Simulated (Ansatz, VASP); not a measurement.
# Mg3Al3Pd2 in VASP and in Ansatz

Contents of INCAR:

```
ALGO = Normal ; EDIFF = 1E-7
ENCUT = 520 ; GGA = PE
ISIF = 2 ; ISMEAR = 0
LASPH = T ; LCHARG = T
LELF = T ; LREAL = F
LVHAR = T ; LWAVE = F
NBANDS = 28 ; NELM = 80
PREC = Accurate ; SIGMA = 0.1
```

The input KPOINTS:

```
k-points
0
Gamma
  4 4 4
```

POSCAR

```
Mg3Al3Pd2
1.0
    5.1886543900      0.0000000000      0.0000000000
    0.0000000000      5.1886543900      0.0000000000
    0.0000000000      0.0000000000      5.1886543900
Mg Al Pd
3 3 2
Direct
    0.5000000000      0.0000000000      0.0000000000
    0.0000000000      0.5000000000      0.0000000000
    0.0000000000      0.0000000000      0.5000000000
    0.0000000000      0.5000000000      0.5000000000
    0.5000000000      0.0000000000      0.5000000000
    0.5000000000      0.5000000000      0.0000000000
    0.0000000000      0.0000000000      0.0000000000
    0.5000000000      0.5000000000      0.5000000000
```

Input for Ansatz:

```yaml
crystal:
  lattice:
    - [5.18865439, 0.0, 0.0]
    - [0.0, 5.18865439, 0.0]
    - [0.0, 0.0, 5.18865439]
  atoms:
    - { symbol: Mg, position: [0.5, 0.0, 0.0] }
    - { symbol: Mg, position: [0.0, 0.5, 0.0] }
    - { symbol: Mg, position: [0.0, 0.0, 0.5] }
    - { symbol: Al, position: [0.0, 0.5, 0.5] }
    - { symbol: Al, position: [0.5, 0.0, 0.5] }
    - { symbol: Al, position: [0.5, 0.5, 0.0] }
    - { symbol: Pd, position: [0.0, 0.0, 0.0] }
    - { symbol: Pd, position: [0.5, 0.5, 0.5] }
basis:
  ecutwfc: 420
kpoints:
  mp_grid: { grid: [4, 4, 4] }
hamiltonian:
  xc: pbe
scf:
  occupations: { method: gaussian, width: 0.1 }
  lower_state_search: "off"
output:
  forces: true
  stress: true
  eigenvalues: true
```

Alike in both runs: task single point; functional PBE; k mesh 4 × 4 × 4; occupations gaussian, width 0.1 eV; no spin polarisation.

|  | VASP | Ansatz |
| --- | --- | --- |
| version | VASP 6.6.1 | Ansatz 0.2.0 |
| potentials or method | VASP PAW PBE potentials, release 64 (Mg, Al, Pd), cutoff 520 eV | scalar-relativistic, plane waves, PAW |
| valence electrons in the cell | 35 | 75 |

```csv
,VASP,Ansatz,Ansatz less VASP
gap on the k mesh at the Fermi level (eV),none,none,-
pressure (GPa),11.8,11.8,0.00
```

A gap of «none» marks a metal or a gap that the smearing closes. VASP's potentials hold 35 valence electrons a cell and Ansatz's 75, so a difference there can come from the potentials and not from the codes.
